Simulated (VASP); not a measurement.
Input of a VASP 6.6.1 run:

Contents of POSCAR:

```
YAl7N8
1.0
    3.1889282593     -0.0222295818      5.0898995293
    3.1889282593      0.0222295818     -5.0898995293
   -3.1889282593      5.5574895413     -0.0242182903
Y Al N
1 7 8
Direct
    0.1710375560      0.1724579714      0.3434955274
    0.1720533370      0.1752376544      0.8363721549
    0.6606978751      0.6655656159      0.3262634909
    0.6611345005      0.6643188179      0.8363721549
    0.0849586861      0.5799113018      0.1593028438
    0.5793915420      0.0743441577      0.1593028438
    0.0791346752      0.5942939485      0.6734286238
    0.5918445699      0.0768506838      0.6686952537
    0.3820221995      0.9534653028      0.3354875023
    0.8596244821      0.4712420987      0.3308665808
    0.3575853623      0.9826893586      0.8308312688
    0.8481419102      0.4732459065      0.8308312688
    0.2811279923      0.4082015542      0.1481835414
    0.2785225557      0.4258462587      0.7043688145
    0.7399819872      0.8670555491      0.1481835414
    0.7807407690      0.8872738199      0.6680145889
```

INCAR.step1

```
SYSTEM = YAl7N8
PREC = Accurate ; ENCUT = 520
ISMEAR = 0 ; SIGMA = 0.1
LREAL = Auto ; LASPH = .TRUE.
NELM = 80 ; NBANDS = 50
GGA = PE ; ALGO = Normal
EDIFF = 1E-4 ; LWAVE = .TRUE.
LCHARG = .FALSE.
```

Contents of INCAR.step2:

```
SYSTEM = YAl7N8
PREC = Accurate ; ENCUT = 520
EDIFF = 1E-6 ; ISMEAR = 0
SIGMA = 0.1 ; LREAL = Auto
LASPH = .TRUE. ; NELM = 80
ALGO = Normal ; ISIF = 2
LWAVE = .FALSE. ; LCHARG = .FALSE.
METAGGA = R2SCAN ; LMIXTAU = .TRUE.
NBANDS = 50 ; ISTART = 1
```

Contents of KPOINTS:

```
regular mesh
0
G
  4 4 4
  0 0 0
```

Potentials or basis: VASP PAW PBE potentials, release 64 (Y_sv, Al, N).

Command:

```sh
$ cat potpaw_PBE.64/Y_sv/POTCAR potpaw_PBE.64/Al/POTCAR potpaw_PBE.64/N/POTCAR > POTCAR
$ cp INCAR.step1 INCAR
$ mpirun -np 1 vasp_std > vasp.out
$ cp INCAR.step2 INCAR
$ mpirun -np 1 vasp_std > vasp.out
```

(1) Estimate the largest force.

(2) Estimate the band gap on the k mesh.

(3) Predict the pressure.

## Answers

(1) 0.024 eV/Å.

(2) 3.81 eV (least direct gap 3.98 eV).

(3) -0.3 GPa.

Caveat: the PAW data sets were made with another functional, which shifts forces and pressure a little.
